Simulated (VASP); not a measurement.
# Cr (Pm-3m) in VASP: a series of runs

The runs below take Cr through single point, relaxation of cell and atoms, with PBE.

All numbers are computed with VASP 6.6.1; they aren't measurements. Logs are shortened: lines on timing, memory, paths and dates and some standing lists are left out, and cuts for length are marked.

## 1. The cell of the first run

Symmetry: Pm-3m, No. 221, cubic system. Conventional cell: a = 2.340 Å, b = 2.340 Å, c = 2.340 Å, α = 90.00°, β = 90.00°, γ = 90.00°. Cr (site symmetry m-3m) has 6 Cr at 2.34 Å within 3.1 Å.

This isn't the form of Cr at room conditions, which is bcc.

## 2. Single point, PBE

The input, INCAR:

```
SYSTEM = Cr
PREC = Accurate ; ENCUT = 520
EDIFF = 1E-6 ; ISMEAR = 0
SIGMA = 0.1 ; LREAL = .FALSE.
LASPH = .TRUE. ; NELM = 60
ALGO = Fast ; ISIF = 2
LWAVE = .FALSE. ; LCHARG = .FALSE.
GGA = PE ; NBANDS = 12
```

The input, KPOINTS:

```
regular mesh
0
G
  24 24 24
  0 0 0
```

The input, POSCAR:

```
Cr
1.0
    2.3395195745      0.0000000000      0.0000000000
    0.0000000000      2.3395195745      0.0000000000
    0.0000000000      0.0000000000      2.3395195745
Cr
1
Direct
    0.0000000000      0.0000000000      0.0000000000
```

Potentials or basis: VASP PAW PBE potentials, release 64 (Cr_pv).

On the command line:

```bash
cat potpaw_PBE.64/Cr_pv/POTCAR > POTCAR
mpirun -np 1 vasp_std > vasp.out
```

OUTCAR:

```text
SYSTEM = Cr
   PREC = Accurate
   ENCUT = 520
   EDIFF = 1E-6
   ISMEAR = 0
   LREAL = .FALSE.
   LASPH = .TRUE.
   NELM = 60
   ISIF = 2
   GGA = PE

 ion  position               nearest neighbor table
   1  0.000  0.000  0.000-

  LATTYP: Found a simple cubic cell.
 ALAT       =     2.3395195745

  Lattice vectors:

 A1 = (   2.3395195745,   0.0000000000,   0.0000000000)
 A2 = (   0.0000000000,   2.3395195745,   0.0000000000)
 A3 = (   0.0000000000,   0.0000000000,   2.3395195745)

Analysis of symmetry for initial positions (statically):
=====================================================================
 Subroutine PRICEL returns:
 Original cell was already a primitive cell.

 Routine SETGRP: Setting up the symmetry group for a
 simple cubic supercell.

 Subroutine GETGRP returns: Found 48 space group operations
 (whereof 48 operations were pure point group operations)
 out of a pool of 48 trial point group operations.

The static configuration has the point symmetry O_h .

Analysis of symmetry for dynamics (positions and initial velocities):
=====================================================================
 Subroutine PRICEL returns:
 Original cell was already a primitive cell.

 Routine SETGRP: Setting up the symmetry group for a
 simple cubic supercell.

 Subroutine GETGRP returns: Found 48 space group operations
 (whereof 48 operations were pure point group operations)
 out of a pool of 48 trial point group operations.

The dynamic configuration has the point symmetry O_h .

 Subroutine INISYM returns: Found 48 space group operations
 (whereof 48 operations are pure point group operations),
 and found     1 'primitive' translations

----------------------------------------------------------------------------------------

                                     Primitive cell

  volume of cell :      12.8050

  direct lattice vectors                    reciprocal lattice vectors
     2.339519575  0.000000000  0.000000000     0.427438185  0.000000000  0.000000000
     0.000000000  2.339519575  0.000000000     0.000000000  0.427438185  0.000000000
     0.000000000  0.000000000  2.339519575     0.000000000  0.000000000  0.427438185

  length of vectors
     2.339519575  2.339519575  2.339519575     0.427438185  0.427438185  0.427438185

  position of ions in fractional coordinates (direct lattice)
     0.000000000  0.000000000  0.000000000

  ion indices of the primitive-cell ions
   primitive index   ion index
                 1           1

----------------------------------------------------------------------------------------

 KPOINTS: regular mesh

Automatic generation of k-mesh.
 Grid dimensions read from file:
 generate k-points for:   24   24   24

 Generating k-lattice:

  Cartesian coordinates                     Fractional coordinates (reciprocal lattice)
     0.017809924  0.000000000  0.000000000     0.041666667  0.000000000  0.000000000
     0.000000000  0.017809924  0.000000000     0.000000000  0.041666667  0.000000000
     0.000000000  0.000000000  0.017809924     0.000000000  0.000000000  0.041666667

  Length of vectors
     0.017809924  0.017809924  0.017809924

  Shift w.r.t. Gamma in fractional coordinates (k-lattice)
     0.000000000  0.000000000  0.000000000

 Subroutine IBZKPT returns following result:
 ===========================================

 Found    455 irreducible k-points:

 Following reciprocal coordinates:
            Coordinates               Weight
  0.000000  0.000000  0.000000      1.000000
  0.041667  0.000000  0.000000      6.000000
  0.083333  0.000000  0.000000      6.000000
  0.125000  0.000000  0.000000      6.000000
  0.166667  0.000000  0.000000      6.000000
  0.208333  0.000000  0.000000      6.000000
[... 16 lines left out ...]
  0.416667  0.041667  0.000000     24.000000
  0.458333  0.041667  0.000000     24.000000
 [... further k-points ...]
   k-points           NKPTS =    455   k-points in BZ     NKDIM =    455   number of bands    NBANDS=     12
   number of dos      NEDOS =    301   number of ions     NIONS =      1
   total plane-waves  NPLWV =   5832
   dimension x,y,z NGX =    18 NGY =   18 NGZ =   18
   dimension x,y,z NGXF=    36 NGYF=   36 NGZF=   36
   ions per type =               1
   NGX,Y,Z   is equivalent  to a cutoff of  12.79, 12.79, 12.79 a.u.
   NGXF,Y,Z  is equivalent  to a cutoff of  25.58, 25.58, 25.58 a.u.
 SYSTEM =  Cr
   PREC   = accura    normal or accurate (medium, high low for compatibility)
   ISTART =      0    job   : 0-new  1-cont  2-samecut
   ICHARG =      2    charge: 1-file 2-atom 10-const
   ISPIN  =      1    spin polarized calculation?
   LNONCOLLINEAR =      F non collinear calculations
   LSORBIT =      F    spin-orbit coupling
   LASPH  =      T    aspherical Exc in radial PAW
   ENCUT  =  520.0 eV  38.22 Ry    6.18 a.u.   4.35  4.35  4.35*2*pi/ulx,y,z
   NELM   =     60;   NELMIN=  2; NELMDL= -5     # of ELM steps
   EDIFF  = 0.1E-05   stopping-criterion for ELM
   LREAL  =      F    real-space projection
   EDIFFG = 0.1E-04   stopping-criterion for IOM
   NSW    =      0    number of steps for IOM
   IBRION =     -1    ionic relax: 0-MD 1-quasi-New 2-CG
   NFREE  =      0    steps in history (QN), initial steepest desc. (CG)
   ISIF   =      2    stress and relaxation
   ISYM   =      2    0-nonsym 1-usesym 2-fastsym
   POTIM  = 0.5000    time-step for ionic-motion
   TEBEG  =    0.0;   TEEND  =   0.0 temperature during run
   PSTRESS=    0.0 pullay stress
   NELECT =      12.0000    total number of electrons
   NUPDOWN=      -1.0000    fix difference up-down
   EMIN   =  10.00;   EMAX   =-10.00  energy-range for DOS
   EFERMI =   0.00;   METHOD = LEGACY
   ISMEAR =     0;   SIGMA  =   0.10  broadening in eV -4-tet -1-fermi 0-gaus
   EFERMI_NEDOS =   21; number of points for ismear=-14 and -15
   IALGO  =     68    algorithm
   IMIX   =      4    mixing-type and parameters
     AMIX     =   0.40;   BMIX     =  1.00
     AMIX_MAG =   1.60;   BMIX_MAG =  1.00
  volume/ion in A,a.u.               =      12.81        86.41
  Fermi-wavevector in a.u.,A,eV,Ry     =   1.602047  3.027430 34.920091  2.566554
  Thomas-Fermi vector in A             =   2.698929
   LORBIT       =      0    0 simple, 1 ext, 2 COOP (PROOUT), +10 PAW based schemes
   GGA     = PE    functional components
   LHFCALC =     F    Hartree Fock is set to
   AEXX    =    0.0000 exact exchange contribution
   IVDW    =     0    specifies the selected vdW correction
   LEPSILON=     F    determine dielectric tensor
   LRPA    =     F    only Hartree local field effects (RPA)
 non-spin polarized calculation
 RMM-DIIS sequential band-by-band and
 Gauss-broadening in eV      SIGMA  =   0.10
  energy-cutoff  :      520.00
  volume of cell :       12.81
 maximum number of plane-waves:       360
 NGX is ok and might be reduce to    18
   NGX =  9   NGY =  9   NGZ =  9

 number of electron      12.0000002 magnetization

 Free energy of the ion-electron system (eV)
  ---------------------------------------------------
  ext. energy  EPLUGINS =         0.00000000
  ---------------------------------------------------
  free energy    TOTEN  =        -8.50248241 eV

  energy without entropy =       -8.49405014  energy(sigma->0) =       -8.49826628

 E-fermi :   9.6651     XC(G=0): -12.9540

 val. band max:        9.6642747183   @ k =   0.4167   0.3333   0.1250
 cond. band min:       9.6678764699   @ k =   0.4167   0.2500   0.2500
 fundamental gap:      0.0036017516
 Fermi energy:         9.6650845606

 k-point     1 :       0.0000    0.0000    0.0000
  band No.  band energies     occupation
      1     -32.8704      2.00000
      2     -32.8704      2.00000
      3     -32.8704      2.00000
      4       2.3080      2.00000
      5       6.4850      2.00000
      6       6.4850      2.00000
      7      12.1175      0.00000
      8      12.1175      0.00000
      9      12.1175      0.00000
     10      17.1823      0.00000
     11      29.2496      0.00000
     12      29.2496      0.00000

 k-point     2 :       0.0417    0.0000    0.0000
  band No.  band energies     occupation
      1     -32.8888      2.00000
      2     -32.8689      2.00000
      3     -32.8689      2.00000
      4       2.3639      2.00000
      5       6.4970      2.00000
      6       6.5252      2.00000
      7      12.0786      0.00000
      8      12.0786      0.00000
      9      12.1204      0.00000
     10      17.1822      0.00000
     11      28.6754      0.00000
     12      29.3344      0.00000

 k-point     3 :       0.0833    0.0000    0.0000
  band No.  band energies     occupation
      1     -32.9423      2.00000
      2     -32.8644      2.00000
      3     -32.8644      2.00000
      4       2.5290      2.00000
      5       6.5326      2.00000
      6       6.6445      2.00000
      7      11.9663      0.00000
      8      11.9663      0.00000
      9      12.1291      0.00000
     10      17.1822      0.00000
     11      27.3973      0.00000
     12      29.5850      0.00000
[... 286 lines left out ...]
 k-point    23 :       0.4167    0.0417    0.0000
  band No.  band energies     occupation
      1     -33.8296      2.00000
      2     -32.8022      2.00000
      3     -32.7835      2.00000
      4       6.1764      2.00000
      5       7.2270      2.00000
      6       8.7215      2.00000
      7      10.2868      0.00000
      8      10.4149      0.00000
      9      12.2487      0.00000
     10      17.1633      0.00000
     11      17.5483      0.00000
     12      30.7676      0.00000

 k-point    24 :       0.4583    0.0417    0.0000
  band No.  band energies     occupation
      1     -33.8789      2.00000
      2     -32.7975      2.00000
      3     -32.7788      2.00000
      4       6.4998      2.00000
      5       7.2688      2.00000
      6       8.7464      2.00000
      7      10.2014      0.00000
      8      10.3993      0.00000
      9      12.2578      0.00000
     10      17.0302      0.00000
     11      17.2307      0.00000
     12      30.6327      0.00000

 [... further k-points ...]

------------------------ aborting loop because EDIFF is reached ----------------------------------------

  FORCE on cell =-STRESS in cart. coord.  units (eV):
  Direction    XX          YY          ZZ          XY          YZ          ZX
  --------------------------------------------------------------------------------------
  -------------------------------------------------------------------------------------
  Total       -0.0015588     -0.0015588     -0.0015588      0.0000000      0.0000000      0.0000000
  in kB       -0.1950356     -0.1950356     -0.1950356      0.0000000      0.0000000      0.0000000
  external PRESSURE =      -0.1950356 kB  Pullay stress =       0.0000000 kB

 VOLUME and BASIS-vectors are now :
 -----------------------------------------------------------------------------
  energy-cutoff  :      520.00
  volume of cell :       12.81
      direct lattice vectors                 reciprocal lattice vectors
     2.339519575  0.000000000  0.000000000     0.427438185  0.000000000  0.000000000
     0.000000000  2.339519575  0.000000000     0.000000000  0.427438185  0.000000000
     0.000000000  0.000000000  2.339519575     0.000000000  0.000000000  0.427438185

 POSITION                                       TOTAL-FORCE (eV/Angst)
 -----------------------------------------------------------------------------------
      0.00000      0.00000      0.00000         0.000000      0.000000      0.000000
 -----------------------------------------------------------------------------------
    total drift:                                0.000000      0.000000      0.000000

  FREE ENERGIE OF THE ION-ELECTRON SYSTEM (eV)
  ---------------------------------------------------
  free  energy   TOTEN  =        -8.5024824087 eV

  energy  without entropy=       -8.4940501418  energy(sigma->0) =       -8.49826628
```

It took 75 s on 1 thread of Intel Xeon 8259CL, shared host; peak memory 0.18 GiB.

Results:

```
Free energy            : -8.5025 eV
Pressure               : 0.0 GPa
Band gap on the k mesh : zero (bands 6 and 7 overlap by 1.75 eV)
```

Levels at points of the mesh, in eV from the Fermi level:
| k point | band 2 | band 3 | band 4 | band 5 | band 6 | band 7 | band 8 | band 9 | band 10 | band 11 |
| --- | --- | --- | --- | --- | --- | --- | --- | --- | --- | --- |
| (0.00, 0.00, 0.00) | -42.54 | -42.54 | -7.36 | -3.18 | -3.18 | 2.45 | 2.45 | 2.45 | 7.52 | 19.58 |
| (0.50, 0.00, 0.00) | -42.44 | -42.44 | -3.10 | -2.42 | -0.70 | 0.50 | 0.50 | 2.63 | 7.23 | 7.54 |
| (0.50, 0.50, 0.00) | -43.41 | -42.36 | -4.54 | -1.69 | 0.92 | 0.92 | 3.71 | 6.17 | 6.17 | 7.51 |
| (0.50, 0.50, 0.50) | -43.28 | -43.28 | -2.92 | -2.92 | -2.92 | 3.82 | 3.82 | 7.52 | 11.15 | 14.05 |

Caveat: the run has no spin polarisation, though such a crystal can be magnetic. Spin polarisation is off, so any magnetic state and its effect on volume and gap are missing.

## 3. Relaxation of cell and atoms, PBE

This run uses another cell than the first one, of 12.91 Å³/atom.

The input, INCAR:

```
PREC = Accurate ; ENCUT = 600
EDIFF = 1E-7 ; ISMEAR = 0
SIGMA = 0.1 ; LREAL = F
LASPH = T ; NELM = 60
ALGO = Normal ; ISIF = 3
LWAVE = F ; LCHARG = F
GGA = PE ; IBRION = 2
NSW = 100 ; EDIFFG = -0.01
```

The input, KPOINTS:

```
Automatic mesh
0
Gamma
  24 24 24
```

The input, POSCAR:

```
Cr
1.0
    2.3456889416      0.0000000000      0.0000000000
    0.0000000000      2.3456889416      0.0000000000
    0.0000000000      0.0000000000      2.3456889416
Cr
1
Direct
    0.0000000000      0.0000000000      0.0000000000
```

Potentials or basis: VASP PAW PBE potentials, release 64 (Cr_pv).

On the command line:

```bash
cat potpaw_PBE.64/Cr_pv/POTCAR > POTCAR
mpirun -np 1 vasp_std > vasp.out
```

Wall time 3 min (1 thread of Intel Xeon 8259CL, shared host); peak memory 0.19 GiB.

It converged, with:

- Free energy: -8.5024 eV
- Relaxed volume: 12.79 Å³/atom
- Relaxed cell: a = 2.339 Å, b = 2.339 Å, c = 2.339 Å, α = 90.00°, β = 90.00°, γ = 90.00°
- Space group after relaxing (to 0.1 Å): Pm-3m (No. 221)
- Energy gained by relaxing: 0.6 meV/atom
- Ionic steps: 3
- Pressure after relaxing: 0.0 GPa
- Band gap on the k mesh: zero (bands 6 and 7 overlap by 1.76 eV)

The path:
| step | energy change (eV) | largest force (eV/Å) | pressure (GPa) | volume (Å³) |
| --- | --- | --- | --- | --- |
| 1 | 0.0000 | 0.0000 | -1.71 | 12.91 |
| 2 | 0.0003 | 0.0000 | 2.15 | 12.65 |
| 3 | -0.0006 | 0.0000 | 0.00 | 12.79 |

Final structure:
```xyz
1
Lattice="2.3386 0.0000 0.0000 0.0000 2.3386 0.0000 0.0000 0.0000 2.3386" Properties=species:S:1:pos:R:3 pbc="T T T"
Cr    0.0000    0.0000    0.0000
```

Levels at points of the mesh, in eV from the Fermi level:
```tsv
k point	band 4	band 5	band 6	band 7	band 8	band 9
(0.00, 0.00, 0.00)	-7.36	-3.19	-3.19	2.46	2.46	2.46
(0.50, 0.00, 0.00)	-3.10	-2.42	-0.70	0.50	0.50	2.63
(0.50, 0.50, 0.00)	-4.55	-1.69	0.92	0.92	3.72	6.18
(0.50, 0.50, 0.50)	-2.93	-2.93	-2.93	3.83	3.83	7.52
```

Caveat: the run has no spin polarisation, though such a crystal can be magnetic.
